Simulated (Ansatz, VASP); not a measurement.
## One calculation of Bi, two programs

```
CELL_PARAMETERS angstrom
3.19461 0.00000 0.00000
0.00000 3.17810 0.00000
-0.07937 0.00000 6.35680
ATOMIC_POSITIONS crystal
Bi 0.54425 0.00000 0.74958
Bi 0.45575 0.00000 0.25042
```

Change from the starting cell: volume scaled by 0.96.

Alike in both runs: task single point; functional LDA; k mesh 8 × 8 × 4; occupations fermi-dirac, width 0.05 eV; no spin polarisation.

|  | VASP | Ansatz |
| --- | --- | --- |
| version | VASP 6.6.1 | Ansatz 0.2.0 |
| potentials or method | VASP PAW LDA potentials, release 64 (Bi_d), cutoff 520 eV | all-electron LAPW, scalar-relativistic |

VASP gave:

- gap on the k mesh at the Fermi level (eV): none
- pressure (GPa): 0.6
- traceless stress, the component that is largest in VASP (GPa): 0.64
- rms of the force components (eV/Å): 0.005

**Question.** Which values does Ansatz return?

**Answer.** gap on the k mesh at the Fermi level (eV): none; pressure (GPa): 0.5; traceless stress, the component that is largest in VASP (GPa): 0.64; rms of the force components (eV/Å): 0.006.

LDA's correlation is that of Perdew and Zunger in VASP and of Perdew and Wang (1992) in Ansatz. Atom by atom the forces differ by 0.000 eV/Å (rms over components). A gap of «none» marks a metal or a gap that the smearing closes. Ansatz ran all-electron here, and VASP with PAW potentials.

Spin-orbit coupling is off throughout.
